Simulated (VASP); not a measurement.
# HC17 in VASP: further runs, part 2 of 2

VASP 6.6.1. The steps go on from the part before.

### 3 Single point, LDA

INCAR

```
  ALGO = Normal
  EDIFF = 1E-6
  ENCUT = 520
  GGA = CA
  ISIF = 2
  ISMEAR = 0
  LASPH = T
  LCHARG = F
  LREAL = Auto
  LWAVE = F
  NBANDS = 93
  NELM = 60
  PREC = Accurate
  SIGMA = 0.02
```

KPOINTS

```
k-points
0
Gamma
  2 2 1
```

POSCAR

```
HC17
1.0
    9.8640000000      0.0000000000      0.0000000000
   -4.9320000000      8.5424750000      0.0000000000
    0.0000000000      0.0000000000     12.0000000000
C H
34 2
Direct
   -0.0087176089      0.0019727304      0.0615933333
    0.1605278401      0.0865978537      0.0615952500
   -0.0139985083      0.2375713128      0.1231538333
    0.1658001999      0.3274673909      0.1231750000
   -0.0087938119      0.5000561313      0.0884399167
    0.1606028427      0.5847531307      0.0884382500
   -0.0077575303      0.7531461315      0.0722487500
    0.1595672423      0.8368086532      0.0722470000
    0.2433775301      0.0036139409      0.0672577500
    0.4101026952      0.0888813839      0.0733735000
    0.2449561092      0.2501141648      0.0729075000
    0.4105602388      0.3378349951      0.0722108333
    0.2435171594      0.5024903204      0.0986409167
    0.4077713327      0.5872154147      0.0842077500
    0.2422197176      0.7527762153      0.0784247500
    0.4088650025      0.8381239629      0.0778148333
    0.4931990406      0.0056152345      0.0773801667
    0.6590870225      0.0880647587      0.0794959167
    0.4941720413      0.2554140340      0.0723230000
    0.6607621846      0.3392242880      0.0775226667
    0.4927224982      0.5048829525      0.0795003333
    0.6586106704      0.5883213003      0.0773831667
    0.4910464136      0.7543653332      0.0775224167
    0.6576364135      0.8371450897      0.0723231667
    0.7412463793      0.0031770652      0.0722047500
    0.9068511822      0.0810602314      0.0728992500
    0.7440362203      0.2553485963      0.0842049167
    0.9082898281      0.3348773043      0.0986371667
    0.7429453351      0.5051637845      0.0778177500
    0.9095904478      0.5864621202      0.0784285000
    0.7417071502      0.7546831568      0.0733760000
    0.9084333001      0.8361409311      0.0672597500
    0.9968228808      1.1407463294      0.2531165833
    1.1549375276      1.2198373422      0.2531410833
    0.9082564046      1.0174392082      0.2798230000
    1.2435054445      1.1851311242      0.2799104167
```

Potentials or basis: VASP PAW LDA potentials, release 64 (C, H).

The run is started by

```
$ cat potpaw_LDA.64/C/POTCAR potpaw_LDA.64/H/POTCAR > POTCAR
$ mpirun -np 1 vasp_std > vasp.out
```

OUTCAR:

```text
EDIFF = 1E-6
   ENCUT = 520
   GGA = CA
   ISIF = 2
   ISMEAR = 0
   LASPH = T
   LREAL = Auto
   NELM = 60
   PREC = Accurate

 ion  position               nearest neighbor table
   1  0.991  0.002  0.062-  26 1.40  32 1.42   2 1.45
   2  0.161  0.087  0.062-  11 1.40   9 1.42   1 1.45
   3  0.986  0.238  0.123-  26 1.47  28 1.53   4 1.54  33 1.86
   4  0.166  0.327  0.123-  11 1.47  13 1.53   3 1.54  34 1.86
   5  0.991  0.500  0.088-  28 1.42  30 1.44   6 1.45
   6  0.161  0.585  0.088-  13 1.42  15 1.44   5 1.45
   7  0.992  0.753  0.072-  30 1.43  32 1.43   8 1.43
[... 612 lines left out ...]
  Total      -21.2794180    -22.8619349     -5.2731645      1.3610115      9.2259683     -5.3344495
  in kB      -33.7172621    -36.2247620     -8.3553352      2.1565243     14.6185572     -8.4524414
  external PRESSURE =     -26.0991197 kB  Pullay stress =       0.0000000 kB

 VOLUME and BASIS-vectors are now :
 -----------------------------------------------------------------------------
  energy-cutoff  :      520.00
  volume of cell :     1011.16
      direct lattice vectors                 reciprocal lattice vectors
     9.864000000  0.000000000  0.000000000     0.101378751  0.058531046  0.000000000
    -4.932000000  8.542475000  0.000000000     0.000000000  0.117062093  0.000000000
     0.000000000  0.000000000 12.000000000     0.000000000  0.000000000  0.083333333

 POSITION                                       TOTAL-FORCE (eV/Angst)
 -----------------------------------------------------------------------------------
      9.76828      0.01685      0.73912         0.273448     -0.270416     -0.029088
      1.15635      0.73976      0.73914         0.099583     -0.370067     -0.024300
      8.55422      2.02945      1.47785        -0.130958     -0.067418      0.881542
      0.02038      2.79738      1.47810         0.119245      0.072469      0.883852
      7.31098      4.27172      1.06128         0.115043      0.216874      0.314320
     -1.29982      4.99524      1.06126        -0.241960      0.007445      0.318822
[... 28 lines left out ...]
      8.87303      0.14897      3.35788         0.008083      1.059161     -0.148734
      1.48887      1.58148      3.35893        -0.919055      0.523059     -0.149670
 -----------------------------------------------------------------------------------
    total drift:                               -0.049515      0.004282     -0.017249

  FREE ENERGIE OF THE ION-ELECTRON SYSTEM (eV)
  ---------------------------------------------------
  free  energy   TOTEN  =      -342.9238086294 eV

  energy  without entropy=     -342.9195336308  energy(sigma->0) =     -342.92167113
```

stdout:

```text
POSCAR found type information on POSCAR C H
 POSCAR found :  2 types and      36 ions
 scaLAPACK will be used
 LDA part: xc-table for (Slater(with rela. corr.)+CA(PZ))
 , standard interpolation
 POSCAR, INCAR and KPOINTS ok, starting setup
 FFT: planning ... GRIDC
 FFT: planning ... GRID_SOFT
 FFT: planning ... GRID
 WAVECAR not read
 entering main loop
```

Wall time 15 min (1 thread of Intel Xeon Platinum 8488C (Sapphire Rapids), shared host); peak memory 0.81 GiB.

Results:

```yaml
Free_energy: -342.9238 eV
Largest_force: 2.073 eV/Å
Band_gap_on_the_k_mesh: 0.02 eV
```

Forces on the atoms (eV/Å):
```
C    0.273 -0.270 -0.029
C    0.100 -0.370 -0.024
C   -0.131 -0.067  0.882
C    0.119  0.072  0.884
C    0.115  0.217  0.314
C   -0.242  0.007  0.319
C    0.705  0.159 -0.089
C   -0.490 -0.532 -0.089
C    0.121  0.257 -0.151
C   -0.144 -0.099 -0.131
C    0.132  0.221  0.169
C   -0.051 -0.301 -0.013
C    0.444 -0.315  0.500
C   -0.091 -0.166  0.163
C    0.321 -0.350  0.061
C    0.064 -0.283 -0.032
C    0.400  0.023 -0.037
C   -0.208 -0.294  0.064
C    0.081 -0.200 -0.125
C    0.079 -0.083 -0.049
C    0.359  0.033  0.072
C   -0.223 -0.337 -0.033
C    0.037 -0.109 -0.045
C    0.131 -0.168 -0.123
C    0.294 -0.110 -0.014
C   -0.256 -0.009  0.171
C    0.185 -0.004  0.164
C    0.051 -0.540  0.502
C    0.213 -0.196 -0.031
C    0.142 -0.456  0.057
C    0.159  0.076 -0.129
C   -0.282  0.024 -0.153
C   -0.361  1.518 -1.366
C   -1.133  1.072 -1.361
H    0.008  1.059 -0.149
H   -0.919  0.523 -0.150
```

Caveat: there is no dipole correction, which matters where the two faces differ.

### 4 Single point, LDA

INCAR

```
SYSTEM = HC17
PREC = Accurate
ENCUT = 520
EDIFF = 1E-7
ISMEAR = 0
SIGMA = 0.02
LREAL = Auto
LASPH = .TRUE.
NELM = 100
ALGO = Normal
ISIF = 2
LWAVE = .FALSE.
LCHARG = .FALSE.
GGA = CA
NBANDS = 93
```

KPOINTS

```
Automatic mesh
0
G
  2 2 1
  0 0 0
```

POSCAR

```
HC17
1.0
    9.8640000000      0.0000000000      0.0000000000
   -4.9320000000      8.5424750000      0.0000000000
    0.0000000000      0.0000000000     12.0000000000
C H
34 2
Direct
   -0.0087109503     -0.0021623710      0.0728248333
    0.1605207590      0.0824551433      0.0728294167
   -0.0161495089      0.2403832613      0.1222128333
    0.1679538454      0.3324374962      0.1222270833
   -0.0091178376      0.4964206509      0.0860382500
    0.1609272818      0.5814429659      0.0860390000
   -0.0079190231      0.7480437461      0.0727611667
    0.1597284705      0.8318679305      0.0727601667
    0.2431342049     -0.0017210469      0.0707191667
    0.4097947029      0.0824841747      0.0716141667
    0.2452682011      0.2460597192      0.0795006667
    0.4101396621      0.3317237686      0.0739883333
    0.2457004713      0.5025420619      0.0935977500
    0.4093238916      0.5831518383      0.0802483333
    0.2428162933      0.7485411429      0.0760994167
    0.4093593255      0.8324222196      0.0738949167
    0.4933336995     -0.0005386027      0.0736012500
    0.6589544933      0.0821204627      0.0772008333
    0.4932643746      0.2488493089      0.0705418333
    0.6594856797      0.3328839710      0.0732141667
    0.4928542888      0.4990707026      0.0772103333
    0.6584749371      0.5820317882      0.0736061667
    0.4923225091      0.7493013442      0.0732137500
    0.6585436606      0.8314873617      0.0705376667
    0.7416680726     -0.0025132061      0.0739757500
    0.9065401941      0.0766939324      0.0794849167
    0.7424841747      0.2497325424      0.0802415833
    0.9061078563      0.3327457206      0.0935902500
    0.7424499406      0.4989678050      0.0738980833
    0.9089930053      0.5816295629      0.0761012500
    0.7420144222      0.7485931185      0.0716142500
    0.9086752866      0.8310482618      0.0707182500
    0.9975424053      1.2030612908      0.2444665833
    1.1542277573      1.2814182073      0.2444820833
    0.9092467904      1.1099220074      0.2974488333
    1.2425054227      1.2765925566      0.2974956667
```

The run is started by

```
$ cat potpaw_LDA.64/C/POTCAR potpaw_LDA.64/H/POTCAR > POTCAR
$ mpirun -np 1 vasp_std > vasp.out
```

It took 17 min on 1 thread of Intel Xeon Platinum 8488C (Sapphire Rapids), shared host; peak memory 0.82 GiB.

It converged, with:

```yaml
Free_energy: -345.6746 eV
Largest_force: 0.309 eV/Å
Band_gap_on_the_k_mesh: 0.32 eV
```

Forces in eV/Å, atoms in the order of the input:
```
C    0.025 -0.021 -0.043
C    0.012 -0.033 -0.044
C   -0.031  0.022 -0.004
C    0.001  0.036 -0.006
C    0.021 -0.035  0.077
C    0.023 -0.037  0.070
C    0.025 -0.037 -0.025
C    0.024 -0.045 -0.026
C    0.022 -0.035 -0.054
C    0.023 -0.049 -0.026
C    0.002 -0.032 -0.013
C    0.018 -0.042 -0.019
C    0.018 -0.024  0.070
C    0.025 -0.038  0.045
C    0.026 -0.035  0.017
C    0.019 -0.046  0.006
C    0.027 -0.036 -0.008
C    0.022 -0.038  0.012
C    0.018 -0.037 -0.018
C    0.009 -0.049  0.012
C    0.019 -0.036  0.010
C    0.014 -0.048 -0.012
C    0.034 -0.034  0.016
C    0.021 -0.040 -0.019
C    0.027 -0.024 -0.018
C    0.026 -0.018 -0.012
C    0.018 -0.038  0.049
C    0.007 -0.030  0.070
C    0.024 -0.039  0.007
C    0.020 -0.041  0.017
C    0.033 -0.040 -0.029
C    0.019 -0.040 -0.054
C   -0.189  0.238 -0.057
C   -0.103  0.283 -0.056
H   -0.138  0.264  0.031
H   -0.159  0.251  0.031
```

Levels at points of the mesh, in eV from the valence-band top:
```
           k point  band 67  band 68  band 69  band 70  band 71  band 72
(0.00, 0.00, 0.00)    -2.09    -2.01    -0.93     1.12     1.89     2.08
(0.50, 0.00, 0.00)    -1.94    -0.92     0.00     0.32     1.08     2.00
(0.00, 0.50, 0.00)    -1.41    -1.30    -0.61     0.78     1.57     1.59
(0.50, 0.50, 0.00)    -1.41    -1.30    -0.61     0.78     1.57     1.59
```

Caveat: there is no dipole correction, which matters where the two faces differ.

### 5 The runs side by side

| cell | gap on the mesh (eV) | largest force (eV/Å) |
| --- | --- | --- |
| as given, atomic positions A | 0.32 | 0.31 |
| as given, atomic positions B | 0.02 | 2.07 |
| as given, atomic positions C | 0.32 | 0.31 |

Alike in all rows: task single point; level LDA; potentials or basis VASP PAW LDA potentials, release 64 (C, H); no spin polarisation; k mesh 2 × 2 × 1; cutoff (eV) 520; smearing gaussian 0.02 eV.

Caveats: there is no dipole correction, which matters where the two faces differ.

Total energies depend on the potentials used, so only differences within one code and one set of settings carry meaning.
